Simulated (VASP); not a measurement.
A run of VASP 6.6.1 is set up as follows.

File INCAR:

```
SYSTEM = LiSi16
PREC = Accurate ; ENCUT = 520
EDIFF = 1E-6 ; ISMEAR = -1
SIGMA = 0.05 ; LREAL = Auto
LASPH = .TRUE. ; NELM = 100
ALGO = Normal ; ISIF = 2
LWAVE = .FALSE. ; LCHARG = .FALSE.
GGA = PE ; IVDW = 12
NELECT = 66.0 ; NBANDS = 48
```

KPOINTS

```
Automatic mesh
0
G
  2 2 2
  0 0 0
```

POSCAR

```
LiSi16
1.0
    0.0000000000      5.4300000000      5.4300000000
    5.4300000000      0.0000000000      5.4300000000
    5.4300000000      5.4300000000      0.0000000000
Si Li
16 1
Direct
    0.0081399632      0.0209208103      0.0009760589
    0.1299263352      0.1492265193      0.1288029466
   -0.0095672192      0.0261049724      0.4933793738
    0.1161049724      0.1384254144      0.6392725599
   -0.0208011050      0.5380939227      0.0107642726
    0.1276979742      0.6162983425      0.1510865562
    0.0284162063      0.4894843462      0.5050828729
    0.1001381215      0.6337661142      0.6555893186
    0.5077808471      0.0377440147     -0.0231767956
    0.6307182320      0.1226335175      0.1430202578
    0.4957366483     -0.0380939227      0.5258655617
    0.6268876611      0.1621915285      0.5784898711
    0.5041712707      0.4812615101      0.0050920810
    0.6026151013      0.6656537753      0.1021915285
    0.4984162063      0.5441436464      0.4595948435
    0.6369521179      0.6046685083      0.6163075506
    0.3062154696      0.6241160221      0.7883517495
```

Potentials or basis: VASP PAW PBE potentials, release 64 (Si, Li_sv).

The run is started by

```sh
$ cat potpaw_PBE.64/Si/POTCAR potpaw_PBE.64/Li_sv/POTCAR > POTCAR
$ mpirun -np 1 vasp_std > vasp.out
```

**Question.** Predict the largest force.

**Answer.** 2.906 eV/Å.

**Question.** Predict the dispersion energy per atom.

**Answer.** -0.321 eV.

Forces on the atoms (eV/Å):
```
Si   0.370  1.077 -1.089
Si  -0.399 -0.660  0.582
Si   0.048  1.079 -0.279
Si  -2.019  0.493 -0.885
Si   0.085  0.921 -2.206
Si   0.337 -1.320  1.754
Si   1.766 -0.562 -0.589
Si  -1.234 -1.945  1.772
Si  -0.186 -0.704  0.318
Si  -0.849  0.641 -0.852
Si   1.376 -1.059  2.005
Si   0.641  0.335 -1.407
Si   0.849  0.456  1.022
Si  -0.722 -0.618  0.703
Si  -0.181  0.096 -2.196
Si  -0.808  2.346  1.485
Li   0.925 -0.576 -0.139
```

Caveat: the k points lie up to 0.50 Å⁻¹ apart; the cell carries a net charge on a neutralising background, which shifts energy and pressure.
